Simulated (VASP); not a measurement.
Mg2Ge2N:

```
Mg Ge N
1.0
     3.97507    0.00000    0.00000
    -1.98753    3.44251    0.00000
     0.00000    0.00000    6.77682
Mg Ge N
2 2 1
Direct
  0.33333 0.66667 0.00000
  0.00000 0.00000 0.50000
  0.00000 0.00000 0.13265
  0.00000 0.00000 0.86735
  0.33333 0.66667 0.50000
```

The cell was generated, and may not be a known phase.

| Property | Result |
| --- | --- |
| Program | VASP 6.6.1 |
| Task | relaxation of cell and atoms |
| Functional | PBE |
| Potentials or basis | VASP PAW PBE potentials, release 64 (Mg, Ge_d, N) |
| Cutoff | 600 eV |
| k mesh | 6 × 6 × 4 |
| Occupations | gaussian, width 0.1 eV |
| Spin | no spin polarisation |

At the start: pressure 28.9 GPa; volume 18.55 Å³/atom.

Question: Where does the relaxation end?

Answer: Over 38 steps the energy falls by 1097.7 meV/atom and the volume is 19.38 Å³/atom (+4.5 %); space group P-6m2 (No. 187, to 0.1 Å) before and after.

The path:
| step | energy change (eV) | largest force (eV/Å) | pressure (GPa) | volume (Å³) |
| --- | --- | --- | --- | --- |
| 1 | 0.0000 | 19.2632 | 28.85 | 92.74 |
| 2 | -0.0617 | 5.5516 | -2.90 | 141.66 |
| 3 | -0.7804 | 4.9119 | -3.40 | 136.13 |
| 4 | -1.2883 | 4.4392 | -3.62 | 131.76 |
| 5 | -2.8641 | 3.3102 | -1.33 | 111.57 |
| 6 | -3.3939 | 2.6124 | 2.82 | 101.99 |
| 7 | -3.4138 | 1.4654 | 6.86 | 97.32 |
| 8 | -3.4347 | 2.2964 | 4.37 | 99.95 |
| 9 | -3.4413 | 2.0920 | 5.00 | 99.17 |
| 10 | -4.1107 | 0.2777 | -0.77 | 107.58 |
| 11 | -4.1424 | 0.0692 | -1.45 | 109.32 |
| 12 | -4.1467 | 0.2336 | -2.51 | 112.79 |
| 13 | -4.1526 | 0.1362 | -2.18 | 111.46 |
| 14 | -4.2204 | 0.4627 | -0.82 | 107.76 |
| 15 | -4.2522 | 1.0100 | 1.89 | 102.17 |
| 16 | -4.2875 | 1.0797 | 2.19 | 101.29 |
| 17 | -4.4229 | 1.4870 | 3.36 | 98.57 |
| 18 | -4.7475 | 1.8309 | 6.37 | 92.76 |
| 19 | -3.7253 | 1.8603 | 23.28 | 80.02 |
| 20 | -4.8142 | 1.6712 | 8.03 | 90.46 |
| 21 | -4.8648 | 1.5609 | 7.87 | 90.53 |
| 22 | -4.9650 | 1.3410 | 7.59 | 90.69 |
| 23 | -4.9842 | 1.0450 | 7.65 | 90.71 |
| 24 | -5.0127 | 1.1652 | 7.50 | 90.75 |
| 25 | -5.1088 | 1.0570 | 5.91 | 92.29 |
| 26 | -5.2930 | 0.7831 | 1.72 | 97.02 |
| 27 | -5.2769 | 0.3517 | -4.20 | 106.92 |
| 28 | -5.3429 | 0.5658 | -1.47 | 101.69 |
| 29 | -5.3431 | 0.5801 | -1.27 | 101.36 |
| 30 | -5.3596 | 0.5679 | -1.16 | 100.97 |
| 31 | -5.4032 | 0.5103 | -0.90 | 99.80 |
| 32 | -5.4536 | 0.3088 | -0.25 | 97.45 |
| 33 | -5.4557 | 0.1786 | 0.19 | 96.49 |
| 34 | -5.4564 | 0.2216 | 0.06 | 96.79 |
| 35 | -5.4732 | 0.1496 | 0.22 | 96.46 |
| 36 | -5.4867 | 0.0190 | 0.56 | 95.86 |
| 37 | -5.4868 | 0.0093 | 0.52 | 95.81 |
| 38 | -5.4883 | 0.0118 | -0.08 | 96.89 |

Final structure:
```
Mg Ge N
1.0
     3.39491    0.00000    0.00000
    -1.69746    2.94008    0.00000
     0.00000    0.00000    9.70743
Mg Ge N
2 2 1
Cartesian
  0.0000 1.9601 0.0000
  0.0000 0.0000 4.8537
  0.0000 0.0000 2.1467
  0.0000 0.0000 7.5607
  0.0000 1.9601 4.8537
```

Caveat: a cell axis changed by over 15 % at a fixed basis, so the end point is rough; an odd number of electrons without spin polarisation forces a metal; a magnetic or distorted state may lie lower.
